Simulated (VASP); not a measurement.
# ZnO (P6_3mc) in VASP: single point with LDA

Aim: the single point of ZnO with LDA.

Everything below comes from runs of VASP 6.6.1. Logs are shortened: lines on timing, memory, paths and dates and some standing lists are left out, and cuts for length are marked.

## (1) The cell of the first run

Symmetry: P6_3mc, No. 186, hexagonal system. The conventional cell has a = 3.187 Å, b = 3.187 Å, c = 5.153 Å, α = 90.00°, β = 90.00°, γ = 120.00°. Zn (site symmetry 3m) has 4 O at 1.94 to 1.95 Å within 2.6 Å. O (site symmetry 3m) has 4 Zn at 1.94 to 1.95 Å within 2.6 Å.

## (2) Single point, LDA

INCAR

```
PREC = Accurate ; ENCUT = 520
EDIFF = 1E-7 ; ISMEAR = 0
SIGMA = 0.02 ; LREAL = F
LASPH = T ; NELM = 100
ALGO = Normal ; ISIF = 2
LWAVE = F ; LCHARG = F
NBANDS = 26
```

KPOINTS

```
Automatic mesh
0
Gamma
  9 9 6
```

POSCAR

```
ZnO
1.0
    3.1873714185      0.0000000000      0.0000000000
   -1.5936857093      2.7603446197      0.0000000000
    0.0000000000      0.0000000000      5.1527902639
Zn O
2 2
Direct
    0.3333333333      0.6666666667      0.0022836140
    0.6666666667      0.3333333333      0.5022836140
    0.3333333333      0.6666666667      0.3807163860
    0.6666666667      0.3333333333      0.8807163860
```

Potentials or basis: VASP PAW LDA potentials, release 64 (Zn, O).

Launch:

```
$ cat potpaw_LDA.64/Zn/POTCAR potpaw_LDA.64/O/POTCAR > POTCAR
$ mpirun -np 1 vasp_std > vasp.out
```

OUTCAR:

```text
PREC = Accurate
   ENCUT = 520
   EDIFF = 1E-7
   ISMEAR = 0
   LREAL = F
   LASPH = T
   NELM = 100
   ISIF = 2

 ion  position               nearest neighbor table
   1  0.333  0.667  0.002-   4 1.94   4 1.94   4 1.94   3 1.95
   2  0.667  0.333  0.502-   3 1.94   3 1.94   3 1.94   4 1.95
   3  0.333  0.667  0.381-   2 1.94   2 1.94   2 1.94   1 1.95
   4  0.667  0.333  0.881-   1 1.94   1 1.94   1 1.94   2 1.95

  LATTYP: Found a hexagonal cell.
 ALAT       =     3.1873714185
 C/A-ratio  =     1.6166268650

  Lattice vectors:

 A1 = (   3.1873714185,   0.0000000000,   0.0000000000)
 A2 = (  -1.5936857093,   2.7603446197,   0.0000000000)
 A3 = (   0.0000000000,   0.0000000000,   5.1527902639)

Analysis of symmetry for initial positions (statically):
=====================================================================
 Subroutine PRICEL returns:
 Original cell was already a primitive cell.

 Routine SETGRP: Setting up the symmetry group for a
 hexagonal supercell.

 Subroutine GETGRP returns: Found 12 space group operations
 (whereof  6 operations were pure point group operations)
 out of a pool of 24 trial point group operations.

The static configuration has the point symmetry C_3v.
 The point group associated with its full space group is C_6v.

Analysis of symmetry for dynamics (positions and initial velocities):
=====================================================================
 Subroutine PRICEL returns:
 Original cell was already a primitive cell.

 Routine SETGRP: Setting up the symmetry group for a
 hexagonal supercell.

 Subroutine GETGRP returns: Found 12 space group operations
 (whereof  6 operations were pure point group operations)
 out of a pool of 24 trial point group operations.

The dynamic configuration has the point symmetry C_3v.
 The point group associated with its full space group is C_6v.

 Subroutine INISYM returns: Found 12 space group operations
 (whereof  6 operations are pure point group operations),
 and found     1 'primitive' translations

----------------------------------------------------------------------------------------

                                     Primitive cell

  volume of cell :      45.3355

  direct lattice vectors                    reciprocal lattice vectors
     3.187371419  0.000000000  0.000000000     0.313738146  0.181136803  0.000000000
    -1.593685709  2.760344620  0.000000000     0.000000000  0.362273606  0.000000000
     0.000000000  0.000000000  5.152790264     0.000000000  0.000000000  0.194069611

  length of vectors
     3.187371419  3.187371419  5.152790264     0.362273606  0.362273606  0.194069611

  position of ions in fractional coordinates (direct lattice)
     0.333333333  0.666666667  0.002283614
     0.666666667  0.333333333  0.502283614
     0.333333333  0.666666667  0.380716386
     0.666666667  0.333333333  0.880716386

  ion indices of the primitive-cell ions
   primitive index   ion index
                 1           1
                 2           2
                 3           3
                 4           4

----------------------------------------------------------------------------------------

 KPOINTS: Automatic mesh

Automatic generation of k-mesh.
 Grid dimensions read from file:
 generate k-points for:    9    9    6

 Generating k-lattice:

  Cartesian coordinates                     Fractional coordinates (reciprocal lattice)
     0.034859794  0.020126311  0.000000000     0.111111111  0.000000000  0.000000000
     0.000000000  0.040252623  0.000000000     0.000000000  0.111111111  0.000000000
     0.000000000  0.000000000  0.032344935     0.000000000  0.000000000  0.166666667

  Length of vectors
     0.040252623  0.040252623  0.032344935

  Shift w.r.t. Gamma in fractional coordinates (k-lattice)
     0.000000000  0.000000000  0.000000000

 Subroutine IBZKPT returns following result:
 ===========================================

 Found     48 irreducible k-points:

 Following reciprocal coordinates:
            Coordinates               Weight
  0.000000  0.000000  0.000000      1.000000
  0.111111  0.000000  0.000000      6.000000
  0.222222 -0.000000  0.000000      6.000000
  0.333333  0.000000  0.000000      6.000000
  0.444444 -0.000000  0.000000      6.000000
  0.111111  0.111111  0.000000      6.000000
[... 16 lines left out ...]
  0.333333  0.222222  0.166667     24.000000
  0.333333  0.333333  0.166667      4.000000
 [... further k-points ...]
   k-points           NKPTS =     48   k-points in BZ     NKDIM =     48   number of bands    NBANDS=     26
   number of dos      NEDOS =    301   number of ions     NIONS =      4
   total plane-waves  NPLWV =  23040
   dimension x,y,z NGX =    24 NGY =   24 NGZ =   40
   dimension x,y,z NGXF=    48 NGYF=   48 NGZF=   80
   ions per type =               2   2
   NGX,Y,Z   is equivalent  to a cutoff of  12.52, 12.52, 12.91 a.u.
   NGXF,Y,Z  is equivalent  to a cutoff of  25.04, 25.04, 25.81 a.u.
 SYSTEM =  unknown system
   PREC   = accura    normal or accurate (medium, high low for compatibility)
   ISTART =      0    job   : 0-new  1-cont  2-samecut
   ICHARG =      2    charge: 1-file 2-atom 10-const
   ISPIN  =      1    spin polarized calculation?
   LNONCOLLINEAR =      F non collinear calculations
   LSORBIT =      F    spin-orbit coupling
   LASPH  =      T    aspherical Exc in radial PAW
   ENCUT  =  520.0 eV  38.22 Ry    6.18 a.u.   5.93  5.93  9.58*2*pi/ulx,y,z
   NELM   =    100;   NELMIN=  2; NELMDL= -5     # of ELM steps
   EDIFF  = 0.1E-06   stopping-criterion for ELM
   LREAL  =      F    real-space projection
   EDIFFG = 0.1E-05   stopping-criterion for IOM
   NSW    =      0    number of steps for IOM
   IBRION =     -1    ionic relax: 0-MD 1-quasi-New 2-CG
   NFREE  =      0    steps in history (QN), initial steepest desc. (CG)
   ISIF   =      2    stress and relaxation
   ISYM   =      2    0-nonsym 1-usesym 2-fastsym
   POTIM  = 0.5000    time-step for ionic-motion
   TEBEG  =    0.0;   TEEND  =   0.0 temperature during run
   PSTRESS=    0.0 pullay stress
   NELECT =      36.0000    total number of electrons
   NUPDOWN=      -1.0000    fix difference up-down
   EMIN   =  10.00;   EMAX   =-10.00  energy-range for DOS
   EFERMI =   0.00;   METHOD = LEGACY
   ISMEAR =     0;   SIGMA  =   0.02  broadening in eV -4-tet -1-fermi 0-gaus
   EFERMI_NEDOS =   21; number of points for ismear=-14 and -15
   IALGO  =     38    algorithm
   IMIX   =      4    mixing-type and parameters
     AMIX     =   0.40;   BMIX     =  1.00
     AMIX_MAG =   1.60;   BMIX_MAG =  1.00
  volume/ion in A,a.u.               =      11.33        76.48
  Fermi-wavevector in a.u.,A,eV,Ry     =   1.515989  2.864805 31.269237  2.298224
  Thomas-Fermi vector in A             =   2.625439
   LORBIT       =      0    0 simple, 1 ext, 2 COOP (PROOUT), +10 PAW based schemes
   GGA     = CA    functional components
   LHFCALC =     F    Hartree Fock is set to
   AEXX    =    0.0000 exact exchange contribution
   IVDW    =     0    specifies the selected vdW correction
   LEPSILON=     F    determine dielectric tensor
   LRPA    =     F    only Hartree local field effects (RPA)
 non-spin polarized calculation
 Gauss-broadening in eV      SIGMA  =   0.02
  energy-cutoff  :      520.00
  volume of cell :       45.34
 maximum number of plane-waves:      1237
 NGX is ok and might be reduce to    24
   NGX = 11   NGY = 11   NGZ = 19

 number of electron      35.9999983 magnetization

 Free energy of the ion-electron system (eV)
  ---------------------------------------------------
  ext. energy  EPLUGINS =         0.00000000
  ---------------------------------------------------
  free energy    TOTEN  =       -21.15677838 eV

  energy without entropy =      -21.15677838  energy(sigma->0) =      -21.15677838

 E-fermi :   1.4840     XC(G=0): -11.7242

 val. band max:        1.3489300851   @ k =   0.0000   0.0000   0.0000
 cond. band min:       2.1578750849   @ k =   0.0000   0.0000   0.0000
 fundamental gap:      0.8089449997
 Fermi energy:         1.4840386583

 k-point     1 :       0.0000    0.0000    0.0000
  band No.  band energies     occupation
      1     -16.8735      2.00000
      2     -16.0309      2.00000
      3      -4.7738      2.00000
      4      -4.6820      2.00000
      5      -4.6820      2.00000
      6      -4.6436      2.00000
[... 18 lines left out ...]
     25      15.6588      0.00000
     26      15.6588      0.00000

 k-point     2 :       0.1111    0.0000    0.0000
  band No.  band energies     occupation
      1     -16.7946      2.00000
      2     -15.9952      2.00000
      3      -4.7824      2.00000
      4      -4.6552      2.00000
      5      -4.6402      2.00000
      6      -4.5992      2.00000
[... 18 lines left out ...]
     25      15.5749      0.00000
     26      15.8137      0.00000

 k-point     3 :       0.2222   -0.0000    0.0000
  band No.  band energies     occupation
      1     -16.5838      2.00000
      2     -15.9101      2.00000
      3      -4.9598      2.00000
      4      -4.6007      2.00000
      5      -4.5425      2.00000
      6      -4.4592      2.00000
[... 18 lines left out ...]
     25      14.8756      0.00000
     26      15.7672      0.00000

 k-point     4 :       0.3333    0.0000    0.0000
  band No.  band energies     occupation
      1     -16.3146      2.00000
      2     -15.8299      2.00000
      3      -5.0674      2.00000
      4      -4.6748      2.00000
      5      -4.4547      2.00000
      6      -4.2669      2.00000
[... 18 lines left out ...]
     25      14.8365      0.00000
     26      15.6162      0.00000
[... 496 lines left out ...]
      1     -16.1570      2.00000
      2     -15.8294      2.00000
      3      -4.8914      2.00000
      4      -4.7943      2.00000
      5      -4.3798      2.00000
      6      -4.3368      2.00000
[... 18 lines left out ...]
     25      13.2987      0.00000
     26      16.6304      0.00000

 k-point    23 :       0.3333    0.2222    0.1667
  band No.  band energies     occupation
      1     -15.9828      2.00000
      2     -15.8218      2.00000
      3      -4.8172      2.00000
      4      -4.6175      2.00000
      5      -4.4185      2.00000
      6      -4.2183      2.00000
[... 18 lines left out ...]
     25      14.0990      0.00000
     26      15.7416      0.00000

 k-point    24 :       0.3333    0.3333    0.1667
  band No.  band energies     occupation
      1     -15.8713      2.00000
      2     -15.8713      2.00000
      3      -4.7362      2.00000
      4      -4.4485      2.00000
      5      -4.4485      2.00000
      6      -4.1202      2.00000
[... 18 lines left out ...]
     25      14.7278      0.00000
     26      16.0224      0.00000

 [... further k-points ...]

------------------------ aborting loop because EDIFF is reached ----------------------------------------

  FORCE on cell =-STRESS in cart. coord.  units (eV):
  Direction    XX          YY          ZZ          XY          YZ          ZX
  --------------------------------------------------------------------------------------
  -------------------------------------------------------------------------------------
  Total        0.3571751      0.3571751      0.3537402     -0.0000000      0.0000000     -0.0000000
  in kB       12.6227297     12.6227297     12.5013410     -0.0000000      0.0000000     -0.0000000
  external PRESSURE =      12.5822668 kB  Pullay stress =       0.0000000 kB

 VOLUME and BASIS-vectors are now :
 -----------------------------------------------------------------------------
  energy-cutoff  :      520.00
  volume of cell :       45.34
      direct lattice vectors                 reciprocal lattice vectors
     3.187371419  0.000000000  0.000000000     0.313738146  0.181136803  0.000000000
    -1.593685709  2.760344620  0.000000000     0.000000000  0.362273606  0.000000000
     0.000000000  0.000000000  5.152790264     0.000000000  0.000000000  0.194069611

 POSITION                                       TOTAL-FORCE (eV/Angst)
 -----------------------------------------------------------------------------------
     -0.00000      1.84023      0.01177         0.000000      0.000000      0.001591
      1.59369      0.92011      2.58816         0.000000      0.000000      0.001591
     -0.00000      1.84023      1.96175        -0.000000      0.000000     -0.001591
      1.59369      0.92011      4.53815         0.000000      0.000000     -0.001591
 -----------------------------------------------------------------------------------
    total drift:                                0.000000      0.000001      0.000523

  FREE ENERGIE OF THE ION-ELECTRON SYSTEM (eV)
  ---------------------------------------------------
  free  energy   TOTEN  =       -21.1567783811 eV

  energy  without entropy=      -21.1567783811  energy(sigma->0) =      -21.15677838
```

Run time: 33 s. Hardware: 1 thread of AMD EPYC 9R45 (Zen 5), shared host; peak memory 0.14 GiB.

What came out:

```yaml
Free_energy: -21.1568 eV
Pressure: 1.3 GPa
Band_gap_on_the_k_mesh: 0.81 eV
```

Levels at points of the mesh, in eV from the valence-band top:
```
           k point  band 15  band 16  band 17  band 18  band 19  band 20  band 21  band 22
(0.00, 0.00, 0.00)    -0.86    -0.10     0.00     0.00     0.81     5.29     8.20    12.96
(0.00, 0.00, 0.50)    -0.43    -0.43    -0.43    -0.43     3.49     3.49    10.06    10.06
```

A hybrid or GW would open this gap; LDA tends to underestimate it.
